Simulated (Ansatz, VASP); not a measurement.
# Two plane-wave programs on RbBr

```xyz
2
Lattice="0.0000 3.4275 3.1533 3.4275 0.0000 3.1533 3.4275 3.4275 0.0000" Properties=species:S:1:pos:R:3 pbc="T T T"
Rb    0.0000    0.0000    0.0000
Br    3.4275    3.4275    3.1533
```

Change from the starting cell: strain +0.000 along x and y, -0.080 along z, atoms carried along.

Alike in both runs: task single point; functional LDA; k mesh 6 × 6 × 6; occupations gaussian, width 0.05 eV; no spin polarisation.

|  | VASP | Ansatz |
| --- | --- | --- |
| version | VASP 6.6.1 | Ansatz 0.2.0 |
| potentials or method | VASP PAW LDA potentials, release 64 (Rb_sv, Br), cutoff 520 eV | scalar-relativistic, plane waves, PAW |
| valence electrons in the cell | 16 | 16 |

Ansatz gave:

| Quantity | Value |
| --- | --- |
| gap on the k mesh at the Fermi level (eV) | 4.00 |
| least direct gap on the mesh (eV) | 4.00 |
| pressure (GPa) | 0.5 |
| traceless stress, the component that is largest in VASP (GPa) | 2.81 |

**Question.** Which values does VASP return?

**Answer.** gap on the k mesh at the Fermi level (eV): 4.00; least direct gap on the mesh (eV): 4.00; pressure (GPa): 0.5; traceless stress, the component that is largest in VASP (GPa): 2.86.

LDA's correlation is that of Perdew and Zunger in VASP and of Perdew and Wang (1992) in Ansatz.
